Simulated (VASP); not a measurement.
# WSe2 in VASP: single point with PBEsol

Aim: the single point of WSe2 with PBEsol.

Program: VASP 6.6.1. These are calculated values, not measurements. Logs are shortened: lines on timing, memory, paths and dates and some standing lists are left out, and cuts for length are marked.

## 1. The cell of the first run

The cell holds a slab with vacuum, 6 atoms: a = 3.271 Å, b = 3.271 Å, c = 23.987 Å, α = 90.00°, β = 90.00°, γ = 120.00°.

## 2. Single point, PBEsol

Input file INCAR:

```
SYSTEM = WSe2
PREC = Accurate
ENCUT = 500
EDIFF = 1E-6
ISMEAR = -5
SIGMA = 0.05
LREAL = .False.
LASPH = .True.
NELM = 120
ALGO = Normal
ISIF = 2
LWAVE = .False.
LCHARG = .True.
GGA = PS
LELF = .True.
LVHAR = .True.
NBANDS = 35
GGA_COMPAT = .False.
```

Input file KPOINTS:

```
Automatic mesh
0
Gamma
  9 9 2
  0 0 0
```

Input file POSCAR:

```
WSe2
1.0
    3.2705808386      0.0000000000      0.0000000000
   -1.6352904193      2.8324060913      0.0000000000
    0.0000000000      0.0000000000     23.9869951139
W Se
2 4
Direct
    0.6666666667      0.3333333333      0.1260867242
    0.3333333333      0.6666666667      0.8623778584
    0.3333333333      0.6666666667      0.2073407565
    0.6666666667      0.3333333333      0.9321940382
    0.3333333333      0.6666666667      0.0678059618
    0.6666666667      0.3333333333      0.7926592435
```

Potentials or basis: VASP PAW PBE potentials, release 64 (W_sv, Se).

Launch:

```bash
$ cat potpaw_PBE.64/W_sv/POTCAR potpaw_PBE.64/Se/POTCAR > POTCAR
$ mpirun -np 1 vasp_std > vasp.out
```

OUTCAR:

```text
SYSTEM = WSe2
   PREC = Accurate
   ENCUT = 500
   EDIFF = 1E-6
   ISMEAR = -5
   LREAL = .False.
   LASPH = .True.
   NELM = 120
   ISIF = 2
   GGA = PS

 ion  position               nearest neighbor table
   1  0.667  0.333  0.126-   5 2.35   5 2.35   5 2.35   3 2.71   3 2.71   3 2.71
   2  0.333  0.667  0.862-   6 2.52   6 2.52   6 2.52   4 2.52   4 2.52   4 2.52
   3  0.333  0.667  0.207-   1 2.71   1 2.71   1 2.71
   4  0.667  0.333  0.932-   2 2.52   2 2.52   2 2.52
   5  0.333  0.667  0.068-   1 2.35   1 2.35   1 2.35
   6  0.667  0.333  0.793-   2 2.52   2 2.52   2 2.52

  LATTYP: Found a hexagonal cell.
 ALAT       =     3.2705808386
 C/A-ratio  =     7.3341697691

  Lattice vectors:

 A1 = (   3.2705808386,   0.0000000000,   0.0000000000)
 A2 = (  -1.6352904193,   2.8324060913,   0.0000000000)
 A3 = (   0.0000000000,   0.0000000000,  23.9869951139)

Analysis of symmetry for initial positions (statically):
=====================================================================
 Subroutine PRICEL returns:
 Original cell was already a primitive cell.

 Routine SETGRP: Setting up the symmetry group for a
 hexagonal supercell.

 Subroutine GETGRP returns: Found  6 space group operations
 (whereof  6 operations were pure point group operations)
 out of a pool of 24 trial point group operations.

The static configuration has the point symmetry C_3v.

Analysis of symmetry for dynamics (positions and initial velocities):
=====================================================================
 Subroutine PRICEL returns:
 Original cell was already a primitive cell.

 Routine SETGRP: Setting up the symmetry group for a
 hexagonal supercell.

 Subroutine GETGRP returns: Found  6 space group operations
 (whereof  6 operations were pure point group operations)
 out of a pool of 24 trial point group operations.

The dynamic configuration has the point symmetry C_3v.

 Subroutine INISYM returns: Found  6 space group operations
 (whereof  6 operations are pure point group operations),
 and found     1 'primitive' translations

----------------------------------------------------------------------------------------

                                     Primitive cell

  volume of cell :     222.2062

  direct lattice vectors                    reciprocal lattice vectors
     3.270580839  0.000000000  0.000000000     0.305756087  0.176528359  0.000000000
    -1.635290419  2.832406091  0.000000000     0.000000000  0.353056718  0.000000000
     0.000000000  0.000000000 23.986995114     0.000000000  0.000000000  0.041689257

  length of vectors
     3.270580839  3.270580839 23.986995114     0.353056718  0.353056718  0.041689257

  position of ions in fractional coordinates (direct lattice)
     0.666666667  0.333333333  0.126086724
     0.333333333  0.666666667  0.862377858
     0.333333333  0.666666667  0.207340757
     0.666666667  0.333333333  0.932194038
     0.333333333  0.666666667  0.067805962
     0.666666667  0.333333333  0.792659243

  ion indices of the primitive-cell ions
   primitive index   ion index
                 1           1
                 2           2
                 3           3
                 4           4
                 5           5
                 6           6

----------------------------------------------------------------------------------------

 KPOINTS: Automatic mesh

Automatic generation of k-mesh.
 Grid dimensions read from file:
 generate k-points for:    9    9    2

 Generating k-lattice:

  Cartesian coordinates                     Fractional coordinates (reciprocal lattice)
     0.033972899  0.019614262  0.000000000     0.111111111  0.000000000  0.000000000
     0.000000000  0.039228524  0.000000000     0.000000000  0.111111111  0.000000000
     0.000000000  0.000000000  0.020844628     0.000000000  0.000000000  0.500000000

  Length of vectors
     0.039228524  0.039228524  0.020844628

  Shift w.r.t. Gamma in fractional coordinates (k-lattice)
     0.000000000  0.000000000  0.000000000

 TETIRR: Found    164 inequivalent tetrahedra from      972

 Subroutine IBZKPT returns following result:
 ===========================================

 Found     24 irreducible k-points:

 Following reciprocal coordinates:
            Coordinates               Weight
  0.000000  0.000000  0.000000      1.000000
  0.111111  0.000000  0.000000      6.000000
  0.222222 -0.000000  0.000000      6.000000
  0.333333 -0.000000  0.000000      6.000000
  0.444444 -0.000000  0.000000      6.000000
  0.111111  0.111111  0.000000      6.000000
[... 16 lines left out ...]
  0.333333  0.222222  0.500000     12.000000
  0.333333  0.333333  0.500000      2.000000
   k-points           NKPTS =     24   k-points in BZ     NKDIM =     24   number of bands    NBANDS=     35
   number of dos      NEDOS =    301   number of ions     NIONS =      6
   total plane-waves  NPLWV = 103680
   dimension x,y,z NGX =    24 NGY =   24 NGZ =  180
   dimension x,y,z NGXF=    48 NGYF=   48 NGZF=  360
   ions per type =               2   4
   NGX,Y,Z   is equivalent  to a cutoff of  12.20, 12.20, 12.48 a.u.
   NGXF,Y,Z  is equivalent  to a cutoff of  24.40, 24.40, 24.95 a.u.
 SYSTEM =  WSe2
   PREC   = accura    normal or accurate (medium, high low for compatibility)
   ISTART =      0    job   : 0-new  1-cont  2-samecut
   ICHARG =      2    charge: 1-file 2-atom 10-const
   ISPIN  =      1    spin polarized calculation?
   LNONCOLLINEAR =      F non collinear calculations
   LSORBIT =      F    spin-orbit coupling
   LASPH  =      T    aspherical Exc in radial PAW
   ENCUT  =  500.0 eV  36.75 Ry    6.06 a.u.   5.96  5.96 43.73*2*pi/ulx,y,z
   NELM   =    120;   NELMIN=  2; NELMDL= -5     # of ELM steps
   EDIFF  = 0.1E-05   stopping-criterion for ELM
   LREAL  =      F    real-space projection
   EDIFFG = 0.1E-04   stopping-criterion for IOM
   NSW    =      0    number of steps for IOM
   IBRION =     -1    ionic relax: 0-MD 1-quasi-New 2-CG
   NFREE  =      0    steps in history (QN), initial steepest desc. (CG)
   ISIF   =      2    stress and relaxation
   ISYM   =      2    0-nonsym 1-usesym 2-fastsym
   POTIM  = 0.5000    time-step for ionic-motion
   TEBEG  =    0.0;   TEEND  =   0.0 temperature during run
   PSTRESS=    0.0 pullay stress
   NELECT =      52.0000    total number of electrons
   NUPDOWN=      -1.0000    fix difference up-down
   EMIN   =  10.00;   EMAX   =-10.00  energy-range for DOS
   EFERMI =   0.00;   METHOD = LEGACY
   ISMEAR =    -5;   SIGMA  =   0.05  broadening in eV -4-tet -1-fermi 0-gaus
   EFERMI_NEDOS =   21; number of points for ismear=-14 and -15
   IALGO  =     38    algorithm
   IMIX   =      4    mixing-type and parameters
     AMIX     =   0.40;   BMIX     =  1.00
     AMIX_MAG =   1.60;   BMIX_MAG =  1.00
  volume/ion in A,a.u.               =      37.03       249.92
  Fermi-wavevector in a.u.,A,eV,Ry     =   1.008844  1.906438 13.847540  1.017765
  Thomas-Fermi vector in A             =   2.141735
   LORBIT       =      0    0 simple, 1 ext, 2 COOP (PROOUT), +10 PAW based schemes
   GGA     = PS    functional components
   LHFCALC =     F    Hartree Fock is set to
   AEXX    =    0.0000 exact exchange contribution
   IVDW    =     0    specifies the selected vdW correction
   LEPSILON=     F    determine dielectric tensor
   LRPA    =     F    only Hartree local field effects (RPA)
 non-spin polarized calculation
 Fermi weights with tetrahedron method with Bloechl corrections
  energy-cutoff  :      500.00
  volume of cell :      222.21
 maximum number of plane-waves:      5706
 NGX is ok and might be reduce to    24
   NGX = 11   NGY = 11   NGZ = 87

 number of electron      52.0000006 magnetization

 Free energy of the ion-electron system (eV)
  ---------------------------------------------------
  ext. energy  EPLUGINS =         0.00000000
  ---------------------------------------------------
  free energy    TOTEN  =       -45.39276908 eV

  energy without entropy =      -45.39276908  energy(sigma->0) =      -45.39276908

 E-fermi :   1.8461     XC(G=0):  -6.3482

 val. band max:        1.6922311987   @ k =   0.0000   0.0000   0.0000
 cond. band min:       1.9998236231   @ k =   0.2222   0.1111   0.0000
 fundamental gap:      0.3075924244
 Fermi energy:         1.8460949751

 k-point     1 :       0.0000    0.0000    0.0000
  band No.  band energies     occupation
      1     -73.1473      2.00000
      2     -72.9636      2.00000
      3     -37.4595      2.00000
      4     -37.3074      2.00000
      5     -37.3074      2.00000
      6     -37.2294      2.00000
[... 27 lines left out ...]
     34       4.9175      0.00000
     35       5.0665      0.00000

 k-point     2 :       0.1111    0.0000    0.0000
  band No.  band energies     occupation
      1     -73.1459      2.00000
      2     -72.9623      2.00000
      3     -37.4540      2.00000
      4     -37.3388      2.00000
      5     -37.3148      2.00000
      6     -37.2237      2.00000
[... 27 lines left out ...]
     34       5.0131      0.00000
     35       5.5312      0.00000

 k-point     3 :       0.2222   -0.0000    0.0000
  band No.  band energies     occupation
      1     -73.1423      2.00000
      2     -72.9589      2.00000
      3     -37.4444      2.00000
      4     -37.4128      2.00000
      5     -37.3332      2.00000
      6     -37.2093      2.00000
[... 27 lines left out ...]
     34       5.3126      0.00000
     35       6.2721      0.00000

 k-point     4 :       0.3333   -0.0000    0.0000
  band No.  band energies     occupation
      1     -73.1383      2.00000
      2     -72.9551      2.00000
      3     -37.5105      2.00000
      4     -37.4186      2.00000
      5     -37.3541      2.00000
      6     -37.2668      2.00000
[... 27 lines left out ...]
     34       5.5153      0.00000
     35       6.7326      0.00000

 k-point     5 :       0.4444   -0.0000    0.0000
  band No.  band energies     occupation
      1     -73.1356      2.00000
      2     -72.9526      2.00000
      3     -37.5669      2.00000
      4     -37.4082      2.00000
      5     -37.3677      2.00000
      6     -37.3207      2.00000
[... 638 lines left out ...]
 k-point    22 :       0.2222    0.2222    0.5000
  band No.  band energies     occupation
      1     -73.1365      2.00000
      2     -72.9535      2.00000
      3     -37.5154      2.00000
      4     -37.4115      2.00000
      5     -37.3975      2.00000
      6     -37.2717      2.00000
[... 27 lines left out ...]
     34       5.5983      0.00000
     35       7.1810      0.00000

 k-point    23 :       0.3333    0.2222    0.5000
  band No.  band energies     occupation
      1     -73.1345      2.00000
      2     -72.9515      2.00000
      3     -37.5358      2.00000
      4     -37.4317      2.00000
      5     -37.4031      2.00000
      6     -37.2911      2.00000
[... 27 lines left out ...]
     34       5.6833      0.00000
     35       6.4708      0.00000

 k-point    24 :       0.3333    0.3333    0.5000
  band No.  band energies     occupation
      1     -73.1338      2.00000
      2     -72.9509      2.00000
      3     -37.5118      2.00000
      4     -37.4748      2.00000
      5     -37.4003      2.00000
      6     -37.2658      2.00000
[... 27 lines left out ...]
     34       6.0172      0.00000
     35       6.6823      0.00000

------------------------ aborting loop because EDIFF is reached ----------------------------------------

  FORCE on cell =-STRESS in cart. coord.  units (eV):
  Direction    XX          YY          ZZ          XY          YZ          ZX
  --------------------------------------------------------------------------------------
  -------------------------------------------------------------------------------------
  Total        3.0543088      3.0543088      2.2962891      0.0000000      0.0000000      0.0000000
  in kB       22.0225331     22.0225331     16.5569711      0.0000000      0.0000000      0.0000000
  external PRESSURE =      20.2006791 kB  Pullay stress =       0.0000000 kB

 VOLUME and BASIS-vectors are now :
 -----------------------------------------------------------------------------
  energy-cutoff  :      500.00
  volume of cell :      222.21
      direct lattice vectors                 reciprocal lattice vectors
     3.270580839  0.000000000  0.000000000     0.305756087  0.176528359  0.000000000
    -1.635290419  2.832406091  0.000000000     0.000000000  0.353056718  0.000000000
     0.000000000  0.000000000 23.986995114     0.000000000  0.000000000  0.041689257

 POSITION                                       TOTAL-FORCE (eV/Angst)
 -----------------------------------------------------------------------------------
      1.63529      0.94414      3.02444         0.000000     -0.000000      7.869179
     -0.00000      1.88827     20.68585        -0.000000      0.000000     -0.014103
     -0.00000      1.88827      4.97348        -0.000000     -0.000000     -2.676070
      1.63529      0.94414     22.36053         0.000000     -0.000000      0.056610
     -0.00000      1.88827      1.62646        -0.000000     -0.000000     -5.176156
      1.63529      0.94414     19.01351         0.000000     -0.000000     -0.059459
 -----------------------------------------------------------------------------------
    total drift:                               -0.000000      0.000000      0.000448

  FREE ENERGIE OF THE ION-ELECTRON SYSTEM (eV)
  ---------------------------------------------------
  free  energy   TOTEN  =       -45.3927690831 eV

  energy  without entropy=      -45.3927690831  energy(sigma->0) =      -45.39276908
```

Run time: 4.7 min. Hardware: 1 thread of Oxide Virtual Turin-like, shared host; peak memory 0.36 GiB.

What came out:

```yaml
Free_energy: -45.3928 eV
Largest_force: 7.869 eV/Å
Band_gap_on_the_k_mesh: 0.31 eV (least direct gap 1.16 eV)
```

Forces on the atoms (eV/Å):
```
W    0.000  0.000  7.869
W    0.000  0.000 -0.014
Se   0.000  0.000 -2.676
Se   0.000  0.000  0.057
Se   0.000  0.000 -5.176
Se   0.000  0.000 -0.059
```

Caveat: there is no dipole correction, which matters where the two faces differ; the PAW data sets were made with another functional, which shifts forces and pressure a little; spin-orbit coupling is left out, which moves the levels of the heavy elements.
